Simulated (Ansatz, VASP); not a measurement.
## Two plane-wave programs on PbS

File POSCAR:

```
PbS
1.0
    2.0659928603     -5.9510856073      0.0000000000
    2.0659928603      5.9510856073      0.0000000000
    0.0000000000      0.0000000000      4.2505997999
Pb S
2 2
Direct
    0.1305633500      0.8694366500      0.2500000000
    0.8694366500      0.1305633500      0.7500000000
    0.3547970900      0.6452029100      0.2500000000
    0.6452029100      0.3547970900      0.7500000000
```

Contents of INCAR.step1:

```
PREC = Accurate
ENCUT = 520
ISMEAR = -1
SIGMA = 0.05
LREAL = False
LASPH = True
NELM = 60
NBANDS = 28
GGA = PE
ALGO = Normal
EDIFF = 1E-4
LWAVE = True
LCHARG = False
```

INCAR.step2

```
PREC = Accurate
ENCUT = 520
EDIFF = 1E-6
ISMEAR = -1
SIGMA = 0.05
LREAL = False
LASPH = True
NELM = 60
ALGO = Normal
ISIF = 2
LWAVE = False
LCHARG = False
METAGGA = R2SCAN
LMIXTAU = True
NBANDS = 28
ISTART = 1
```

KPOINTS

```
regular mesh
0
Gamma
  7 7 6
```

input.yaml

```yaml
crystal:
  lattice:
    - [2.0659928603, -5.9510856073, 0.0]
    - [2.0659928603, 5.9510856073, 0.0]
    - [0.0, 0.0, 4.2505997999]
  atoms:
    - { symbol: Pb, position: [0.13056335, 0.86943665, 0.25] }
    - { symbol: Pb, position: [0.86943665, 0.13056335, 0.75] }
    - { symbol: S, position: [0.35479709, 0.64520291, 0.25] }
    - { symbol: S, position: [0.64520291, 0.35479709, 0.75] }
hamiltonian:
  xc: r2scan
  pseudopotentials: { kind: paw }
kpoints:
  mp_grid: { grid: [7, 7, 6] }
scf:
  occupations: { method: fermi_dirac, width: 0.05 }
output:
  forces: true
  stress: true
  eigenvalues: true
```

Alike in both runs: task single point; functional r2SCAN; k mesh 7 × 7 × 6; occupations fermi-dirac, width 0.05 eV; no spin polarisation.

|  | VASP | Ansatz |
| --- | --- | --- |
| version | VASP 6.6.1 | Ansatz 0.2.0 |
| potentials or method | VASP PAW PBE potentials, release 64 (Pb_d, S) | Ansatz PAW |
| plane-wave cutoff (eV) | 520 | 500 |
| valence electrons in the cell | 40 | 40 |

Ansatz gave:

* gap on the k mesh at the Fermi level (eV): 1.48
* least direct gap on the mesh (eV): 1.79
* pressure (GPa): 1.1
* traceless stress, the component that is largest in VASP (GPa): -0.11
* rms of the force components (eV/Å): 0.051

Q: Which values does VASP return?

A: gap on the k mesh at the Fermi level (eV): 1.48; least direct gap on the mesh (eV): 1.79; pressure (GPa): 1.1; traceless stress, the component that is largest in VASP (GPa): -0.11; rms of the force components (eV/Å): 0.054.

VASP's potentials were made for PBE, not for r2SCAN. Atom by atom the forces differ by 0.004 eV/Å (rms over components).

Neither program's run includes spin-orbit coupling. Noted on Ansatz's run: odd divisions of the mesh miss points on the zone boundary, where band edges often lie, so the gap on the mesh can be too wide.
